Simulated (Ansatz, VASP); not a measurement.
Ge: VASP beside Ansatz

INCAR

```
SYSTEM = Ge
PREC = Accurate
ENCUT = 520
EDIFF = 1E-6
ISMEAR = 0
SIGMA = 0.15
LREAL = .FALSE.
LASPH = .TRUE.
NELM = 100
ALGO = Normal
ISIF = 2
LWAVE = .FALSE.
LCHARG = .TRUE.
GGA = PS
LELF = .TRUE.
LVHAR = .TRUE.
NBANDS = 21
```

The input KPOINTS:

```
Automatic mesh
0
G
  18 18 18
  0 0 0
```

POSCAR

```
Ge
1.0
    0.0000000000      2.9230171483      2.8804489374
    2.9230171483      0.0000000000      2.8804489374
    2.9230171483      2.9230171483      0.0000000000
Ge
2
Direct
    0.5000000000      0.5000000000      0.5000000000
    0.7500000000      0.7500000000      0.7500000000
```

Input for Ansatz:

```yaml
crystal:
  lattice:
    - [0.0, 2.9230171483, 2.8804489374]
    - [2.9230171483, 0.0, 2.8804489374]
    - [2.9230171483, 2.9230171483, 0.0]
  atoms:
    - { symbol: Ge, position: [0.5, 0.5, 0.5] }
    - { symbol: Ge, position: [0.75, 0.75, 0.75] }
basis:
  ecutwfc: 420
kpoints:
  mp_grid: { grid: [18, 18, 18] }
hamiltonian:
  xc: pbesol
scf:
  occupations: { method: gaussian, width: 0.15 }
output:
  forces: true
  stress: true
  eigenvalues: true
```

Change from the starting cell: strain +0.030 along x and y, +0.015 along z, atoms carried along.

Alike in both runs: task single point; functional PBEsol; k mesh 18 × 18 × 18; occupations gaussian, width 0.15 eV; no spin polarisation.

|  | VASP | Ansatz |
| --- | --- | --- |
| version | VASP 6.6.1 | Ansatz 0.2.0 |
| potentials or method | VASP PAW PBE potentials, release 64 (Ge_d), cutoff 520 eV | scalar-relativistic, plane waves, PAW |
| valence electrons in the cell | 28 | 28 |

```csv
,VASP,Ansatz,Ansatz less VASP
gap on the k mesh at the Fermi level (eV),none,none,-
pressure (GPa),-4.2,-4.2,+0.07
"traceless stress, the component that is largest in VASP (GPa)",0.62,0.62,0.000
```

VASP's potentials were made for PBE, not for PBEsol. A gap of «none» marks a metal or a gap that the smearing closes.
